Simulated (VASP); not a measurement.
# BN in VASP: notebook, part 3 of 3

VASP 6.6.1. Earlier steps stand in the parts before.

## (5) Single point, PBEsol

This run uses another cell than the first one, of 5.53 Å³/atom, 0.928 times its volume.

File INCAR:

```
SYSTEM = BN
PREC = Accurate ; ENCUT = 520
EDIFF = 1E-6 ; ISMEAR = 0
SIGMA = 0.01 ; LREAL = .False.
LASPH = .True. ; NELM = 80
ALGO = Normal ; ISIF = 2
LWAVE = .False. ; LCHARG = .False.
GGA = PS ; NBANDS = 11
```

File KPOINTS:

```
Automatic mesh
0
Gamma
  12 12 12
  0 0 0
```

File POSCAR:

```
BN
1.0
    0.0000000000      1.7681357500      1.7681357500
    1.7681357500      0.0000000000      1.7681357500
    1.7681357500      1.7681357500      0.0000000000
B N
1 1
Direct
    0.0000000000      0.0000000000      0.0000000000
    0.7500000000      0.7500000000      0.7500000000
```

Potentials or basis: VASP PAW PBE potentials, release 64 (B, N).

Run with:

```
cat potpaw_PBE.64/B/POTCAR potpaw_PBE.64/N/POTCAR > POTCAR
mpirun -np 1 vasp_std > vasp.out
```

OUTCAR:

```text
SYSTEM = BN
   PREC = Accurate
   ENCUT = 520
   EDIFF = 1E-6
   ISMEAR = 0
   LREAL = .False.
   LASPH = .True.
   NELM = 80
   ISIF = 2
   GGA = PS

 ion  position               nearest neighbor table
   1  0.000  0.000  0.000-   2 1.53   2 1.53   2 1.53   2 1.53
   2  0.750  0.750  0.750-   1 1.53   1 1.53   1 1.53   1 1.53

  LATTYP: Found a face centered cubic cell.
 ALAT       =     3.5362715000

  Lattice vectors:

 A1 = (   0.0000000000,   1.7681357500,   1.7681357500)
 A2 = (   1.7681357500,   0.0000000000,   1.7681357500)
 A3 = (   1.7681357500,   1.7681357500,   0.0000000000)

Analysis of symmetry for initial positions (statically):
=====================================================================
 Subroutine PRICEL returns:
 Original cell was already a primitive cell.

 Routine SETGRP: Setting up the symmetry group for a
 face centered cubic supercell.

 Subroutine GETGRP returns: Found 24 space group operations
 (whereof 24 operations were pure point group operations)
 out of a pool of 48 trial point group operations.

The static configuration has the point symmetry T_d .

Analysis of symmetry for dynamics (positions and initial velocities):
=====================================================================
 Subroutine PRICEL returns:
 Original cell was already a primitive cell.

 Routine SETGRP: Setting up the symmetry group for a
 face centered cubic supercell.

 Subroutine GETGRP returns: Found 24 space group operations
 (whereof 24 operations were pure point group operations)
 out of a pool of 48 trial point group operations.

The dynamic configuration has the point symmetry T_d .

 Subroutine INISYM returns: Found 24 space group operations
 (whereof 24 operations are pure point group operations),
 and found     1 'primitive' translations

----------------------------------------------------------------------------------------

                                     Primitive cell

  volume of cell :      11.0555

  direct lattice vectors                    reciprocal lattice vectors
     0.000000000  1.768135750  1.768135750    -0.282783717  0.282783717  0.282783717
     1.768135750  0.000000000  1.768135750     0.282783717 -0.282783717  0.282783717
     1.768135750  1.768135750  0.000000000     0.282783717  0.282783717 -0.282783717

  length of vectors
     2.500521558  2.500521558  2.500521558     0.489795766  0.489795766  0.489795766

  position of ions in fractional coordinates (direct lattice)
     0.000000000  0.000000000  0.000000000
     0.750000000  0.750000000  0.750000000

  ion indices of the primitive-cell ions
   primitive index   ion index
                 1           1
                 2           2

----------------------------------------------------------------------------------------

 KPOINTS: Automatic mesh

Automatic generation of k-mesh.
 Grid dimensions read from file:
 generate k-points for:   12   12   12

 Generating k-lattice:

  Cartesian coordinates                     Fractional coordinates (reciprocal lattice)
    -0.023565310  0.023565310  0.023565310     0.083333333  0.000000000  0.000000000
     0.023565310 -0.023565310  0.023565310     0.000000000  0.083333333  0.000000000
     0.023565310  0.023565310 -0.023565310     0.000000000  0.000000000  0.083333333

  Length of vectors
     0.040816314  0.040816314  0.040816314

  Shift w.r.t. Gamma in fractional coordinates (k-lattice)
     0.000000000  0.000000000  0.000000000

 Subroutine IBZKPT returns following result:
 ===========================================

 Found     72 irreducible k-points:

 Following reciprocal coordinates:
            Coordinates               Weight
  0.000000  0.000000  0.000000      1.000000
  0.083333  0.000000  0.000000      8.000000
  0.166667  0.000000  0.000000      8.000000
  0.250000  0.000000  0.000000      8.000000
  0.333333  0.000000  0.000000      8.000000
  0.416667  0.000000  0.000000      8.000000
[... 16 lines left out ...]
  0.500000  0.166667  0.000000     24.000000
 -0.416667  0.166667  0.000000     24.000000
 [... further k-points ...]
   k-points           NKPTS =     72   k-points in BZ     NKDIM =     72   number of bands    NBANDS=     11
   number of dos      NEDOS =    301   number of ions     NIONS =      2
   total plane-waves  NPLWV =   8000
   dimension x,y,z NGX =    20 NGY =   20 NGZ =   20
   dimension x,y,z NGXF=    40 NGYF=   40 NGZF=   40
   ions per type =               1   1
   NGX,Y,Z   is equivalent  to a cutoff of  13.30, 13.30, 13.30 a.u.
   NGXF,Y,Z  is equivalent  to a cutoff of  26.59, 26.59, 26.59 a.u.
 SYSTEM =  BN
   PREC   = accura    normal or accurate (medium, high low for compatibility)
   ISTART =      0    job   : 0-new  1-cont  2-samecut
   ICHARG =      2    charge: 1-file 2-atom 10-const
   ISPIN  =      1    spin polarized calculation?
   LNONCOLLINEAR =      F non collinear calculations
   LSORBIT =      F    spin-orbit coupling
   LASPH  =      T    aspherical Exc in radial PAW
   ENCUT  =  520.0 eV  38.22 Ry    6.18 a.u.   4.65  4.65  4.65*2*pi/ulx,y,z
   NELM   =     80;   NELMIN=  2; NELMDL= -5     # of ELM steps
   EDIFF  = 0.1E-05   stopping-criterion for ELM
   LREAL  =      F    real-space projection
   EDIFFG = 0.1E-04   stopping-criterion for IOM
   NSW    =      0    number of steps for IOM
   IBRION =     -1    ionic relax: 0-MD 1-quasi-New 2-CG
   NFREE  =      0    steps in history (QN), initial steepest desc. (CG)
   ISIF   =      2    stress and relaxation
   ISYM   =      2    0-nonsym 1-usesym 2-fastsym
   POTIM  = 0.5000    time-step for ionic-motion
   TEBEG  =    0.0;   TEEND  =   0.0 temperature during run
   PSTRESS=    0.0 pullay stress
   NELECT =       8.0000    total number of electrons
   NUPDOWN=      -1.0000    fix difference up-down
   EMIN   =  10.00;   EMAX   =-10.00  energy-range for DOS
   EFERMI =   0.00;   METHOD = LEGACY
   ISMEAR =     0;   SIGMA  =   0.01  broadening in eV -4-tet -1-fermi 0-gaus
   EFERMI_NEDOS =   21; number of points for ismear=-14 and -15
   IALGO  =     38    algorithm
   IMIX   =      4    mixing-type and parameters
     AMIX     =   0.40;   BMIX     =  1.00
     AMIX_MAG =   1.60;   BMIX_MAG =  1.00
  volume/ion in A,a.u.               =       5.53        37.30
  Fermi-wavevector in a.u.,A,eV,Ry     =   1.469758  2.777440 29.391158  2.160189
  Thomas-Fermi vector in A             =   2.585097
   LORBIT       =      0    0 simple, 1 ext, 2 COOP (PROOUT), +10 PAW based schemes
   GGA     = PS    functional components
   LHFCALC =     F    Hartree Fock is set to
   AEXX    =    0.0000 exact exchange contribution
   IVDW    =     0    specifies the selected vdW correction
   LEPSILON=     F    determine dielectric tensor
   LRPA    =     F    only Hartree local field effects (RPA)
 non-spin polarized calculation
 Gauss-broadening in eV      SIGMA  =   0.01
  energy-cutoff  :      520.00
  volume of cell :       11.06
 maximum number of plane-waves:       310
   NGX =  9   NGY =  9   NGZ =  9

 number of electron       7.9999999 magnetization

 Free energy of the ion-electron system (eV)
  ---------------------------------------------------
  ext. energy  EPLUGINS =         0.00000000
  ---------------------------------------------------
  free energy    TOTEN  =       -18.29309608 eV

  energy without entropy =      -18.29309608  energy(sigma->0) =      -18.29309608

 E-fermi :   8.2389     XC(G=0): -13.3417

 val. band max:        8.1988019801   @ k =   0.0000   0.0000   0.0000
 cond. band min:      12.5416890395   @ k =   0.5000   0.5000   0.0000
 fundamental gap:      4.3428870595
 Fermi energy:         8.2388609078

 k-point     1 :       0.0000    0.0000    0.0000
  band No.  band energies     occupation
      1     -12.8273      2.00000
      2       8.1988      2.00000
      3       8.1988      2.00000
      4       8.1988      2.00000
      5      17.2710      0.00000
      6      17.2710      0.00000
      7      17.2710      0.00000
      8      19.5535      0.00000
      9      33.9668      0.00000
     10      36.7122      0.00000
     11      36.7122      0.00000
[... 309 lines left out ...]
 k-point    24 :      -0.4167    0.1667    0.0000
  band No.  band energies     occupation
      1      -7.8486      2.00000
      2      -2.4655      2.00000
      3       3.8230      2.00000
      4       5.4379      2.00000
      5      17.6982      0.00000
      6      20.8676      0.00000
      7      21.1778      0.00000
      8      24.6702      0.00000
      9      29.8916      0.00000
     10      34.2239      0.00000
     11      36.1234      0.00000

 [... further k-points ...]
[... 5 lines left out ...]
  --------------------------------------------------------------------------------------
  -------------------------------------------------------------------------------------
  Total        1.7849330      1.7849330      1.7849330     -0.0000000     -0.0000000     -0.0000000
  in kB      258.6757338    258.6757338    258.6757338     -0.0000000     -0.0000000     -0.0000000
  external PRESSURE =     258.6757338 kB  Pullay stress =       0.0000000 kB

 VOLUME and BASIS-vectors are now :
 -----------------------------------------------------------------------------
  energy-cutoff  :      520.00
  volume of cell :       11.06
      direct lattice vectors                 reciprocal lattice vectors
     0.000000000  1.768135750  1.768135750    -0.282783717  0.282783717  0.282783717
     1.768135750  0.000000000  1.768135750     0.282783717 -0.282783717  0.282783717
     1.768135750  1.768135750  0.000000000     0.282783717  0.282783717 -0.282783717

 POSITION                                       TOTAL-FORCE (eV/Angst)
 -----------------------------------------------------------------------------------
      0.00000      0.00000      0.00000        -0.000000     -0.000000     -0.000000
      2.65220      2.65220      2.65220         0.000000      0.000000      0.000000
 -----------------------------------------------------------------------------------
    total drift:                               -0.000000     -0.000000     -0.000000

  FREE ENERGIE OF THE ION-ELECTRON SYSTEM (eV)
  ---------------------------------------------------
  free  energy   TOTEN  =       -18.2930960824 eV

  energy  without entropy=      -18.2930960824  energy(sigma->0) =      -18.29309608
```

stdout:

```text
POSCAR found type information on POSCAR B N
 POSCAR found :  2 types and       2 ions
 scaLAPACK will be used
 -----------------------------------------------------------------------------
|                                                                             |
|                                                                             |
|     You enforced a specific xc type in the INCAR file but a different       |
|     I HOPE YOU KNOW WHAT YOU ARE DOING!                                     |
|                                                                             |
 -----------------------------------------------------------------------------

 LDA part: xc-table for (Slater+PW92), standard interpolation
 POSCAR, INCAR and KPOINTS ok, starting setup
 FFT: planning ... GRIDC
 FFT: planning ... GRID_SOFT
 FFT: planning ... GRID
 WAVECAR not read
 entering main loop
```

Wall time 19 s (1 thread of AMD EPYC 7R13, shared host); peak memory 0.09 GiB.

What came out:

| Item | Value |
| --- | --- |
| Free energy | -18.2931 eV |
| Pressure | 25.9 GPa |
| Band gap on the k mesh | 4.34 eV, indirect (least direct gap 9.07 eV) |

Levels at points of the mesh, in eV from the valence-band top:
```tsv
k point	band 1	band 2	band 3	band 4	band 5	band 6	band 7	band 8
(0.00, 0.00, 0.00)	-21.03	0.00	0.00	0.00	9.07	9.07	9.07	11.35
(0.50, 0.00, 0.00)	-16.44	-11.40	-2.08	-2.08	10.97	10.98	10.98	15.74
(0.50, 0.50, 0.00)	-14.97	-9.41	-5.28	-5.28	4.34	9.46	18.91	18.91
```

Caveat: the PAW data sets were made with another functional, which shifts forces and pressure a little. As with any semilocal functional, this PBEsol gap is likely too small.

## (6) Relaxation of cell and atoms, PBEsol, target pressure 25 GPa, at which the enthalpy is minimised

This run uses another cell than the first one, of 5.86 Å³/atom, 0.983 times its volume.

File INCAR:

```
SYSTEM = BN
PREC = Accurate
ENCUT = 600
EDIFF = 1E-6
ISMEAR = 0
SIGMA = 0.01
LREAL = .FALSE.
LASPH = .TRUE.
NELM = 80
ALGO = Normal
ISIF = 3
LWAVE = .FALSE.
LCHARG = .FALSE.
GGA = PS
IBRION = 2
NSW = 80
EDIFFG = -0.001
PSTRESS = 250.0
```

File KPOINTS:

```
Automatic mesh
0
G
  12 12 12
  0 0 0
```

File POSCAR:

```
BN
1.0
    0.0000000000      1.8028454624      1.8028454624
    1.8028454624      0.0000000000      1.8028454624
    1.8028454624      1.8028454624      0.0000000000
B N
1 1
Direct
    0.0000000000      0.0000000000      0.0000000000
    0.7500000000      0.7500000000      0.7500000000
```

Potentials or basis: VASP PAW PBE potentials, release 64 (B, N).

Run with:

```
cat potpaw_PBE.64/B/POTCAR potpaw_PBE.64/N/POTCAR > POTCAR
mpirun -np 1 vasp_std > vasp.out
```

Run time: 33 s. Hardware: 1 thread of AMD EPYC 7R13, shared host; peak memory 0.09 GiB.

Results (log left out):

* Free energy: -18.3012 eV
* Relaxed volume: 5.53 Å³/atom
* Relaxed cell: a = 2.501 Å, b = 2.501 Å, c = 2.501 Å, α = 60.00°, β = 60.00°, γ = 60.00°
* Space group after relaxing (to 0.05 Å): F-43m (No. 216)
* Energy change on relaxing (the enthalpy is what falls): +24.8 meV/atom
* Ionic steps: 4
* Pressure after relaxing: 25.0 GPa
* Band gap on the k mesh: 4.34 eV, indirect (least direct gap 9.07 eV)

The path:
```tsv
step	energy change (eV)	largest force (eV/Å)	pressure (GPa)	volume (Å³)
1	0.0000	0.0000	0.33	11.72
2	0.2753	0.0000	66.43	10.25
3	0.0476	0.0000	24.50	11.08
4	0.0495	0.0000	25.02	11.07
```

Final structure:
```yaml
crystal:
  lattice:
    - [0.00000, 1.76870, 1.76870]
    - [1.76870, 0.00000, 1.76870]
    - [1.76870, 1.76870, 0.00000]
  atoms:
    - { symbol: B, position: [0.00000, 0.00000, 0.00000] }
    - { symbol: N, position: [0.75000, 0.75000, 0.75000] }
```

Levels at points of the mesh, in eV from the valence-band top:
```csv
k point,band 1,band 2,band 3,band 4,band 5,band 6,band 7,band 8
"(0.00, 0.00, 0.00)",-21.02,0.00,0.00,0.00,9.07,9.07,9.07,11.34
"(0.50, 0.00, 0.00)",-16.43,-11.40,-2.08,-2.08,10.96,10.97,10.97,15.73
"(0.50, 0.50, 0.00)",-14.96,-9.40,-5.27,-5.27,4.34,9.45,18.89,18.89
```

Caveat: the cell is relaxed towards a set pressure, so the enthalpy falls and the energy may rise; the PAW data sets were made with another functional, which shifts forces and pressure a little.

## (7) Summary

| task | cell | cutoff (eV) | smearing | gap on the mesh (eV) | pressure (GPa) |
| --- | --- | --- | --- | --- | --- |
| single point | a = 2.564 Å, angles 60.0°, 2 atoms | 520 | gaussian 0.02 eV | 3.47 | -3.4 |
| single point | a = 2.525 Å, angles 60.0°, 2 atoms | 520 | gaussian 0.01 eV | 4.31 | 12.7 |
| relaxation of cell and atoms | relaxed to 12 GPa from a = 2.550 Å, angles 60.0°, 2 atoms | 600 | gaussian 0.01 eV | 4.31 | 12.0 |
| single point | a = 2.501 Å, angles 60.0°, 2 atoms | 520 | gaussian 0.01 eV | 4.34 | 25.9 |
| relaxation of cell and atoms | relaxed to 25 GPa from a = 2.550 Å, angles 60.0°, 2 atoms | 600 | gaussian 0.01 eV | 4.34 | 25.0 |

Alike in all rows: level PBEsol; potentials or basis VASP PAW PBE potentials, release 64 (B, N); no spin polarisation; k mesh 12 × 12 × 12.

Caveats: the PAW data sets were made with another functional, which shifts forces and pressure a little; the cell is relaxed towards a set pressure, so the enthalpy falls and the energy may rise (some runs).

Total energies depend on the potentials used, so only differences within one code and one set of settings carry meaning.
